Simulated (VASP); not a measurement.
Wanted: the native input for a VASP 6.6.1 run.

| Item | Value |
| --- | --- |
| Task | single point |
| Functional | PBEsol |
| Potentials or basis | VASP PAW PBE potentials, release 64 (Mo_sv, Sb) |
| Cutoff | 520 eV |
| k mesh | 10 × 10 × 10 |
| Occupations | fermi-dirac, width 0.08 eV |
| Spin | no spin polarisation |
| Dipole correction | no |
| Further INCAR settings | ALGO = Normal; EDIFF = 1e-06; NBANDS = 16 |

The structure of SbMo (zincblende type) lies in POSCAR:

```
SbMo
1.0
    0.0000000000      3.0649472798      3.0649472798
    3.0649472798      0.0000000000      3.0649472798
    3.0649472798      3.0649472798      0.0000000000
Mo Sb
1 1
Direct
    0.0000000000      0.0000000000      0.0000000000
    0.2500000000      0.2500000000      0.2500000000
```

These files were run (other wordings do the same):

INCAR

```
ALGO = Normal
EDIFF = 1E-6
ENCUT = 520
GGA = PS
ISIF = 2
ISMEAR = -1
LASPH = T
LCHARG = F
LREAL = F
LWAVE = F
NBANDS = 16
NELM = 100
PREC = Accurate
SIGMA = 0.08
```

KPOINTS

```
k-points
0
Gamma
  10 10 10
```

Potentials or basis: VASP PAW PBE potentials, release 64 (Mo_sv, Sb).

Run with:

```console
$ cat potpaw_PBE.64/Mo_sv/POTCAR potpaw_PBE.64/Sb/POTCAR > POTCAR
$ mpirun -np 1 vasp_std > vasp.out
```

It gave:

```json
{
  "Pressure": "-3.1 GPa",
  "Band gap on the k mesh": "zero (an odd number of electrons rules out a gap without spin polarisation)"
}
```

Caveat: the cell stands under tension; the PAW data sets were made with another functional, which shifts forces and pressure a little; spin-orbit coupling is left out, which moves the levels of the heavy elements.

Run time: 16 s on 1 thread of Intel(R) Xeon(R) Platinum 8488C (Sapphire Rapids) (shared host), peak memory 0.2 GiB.
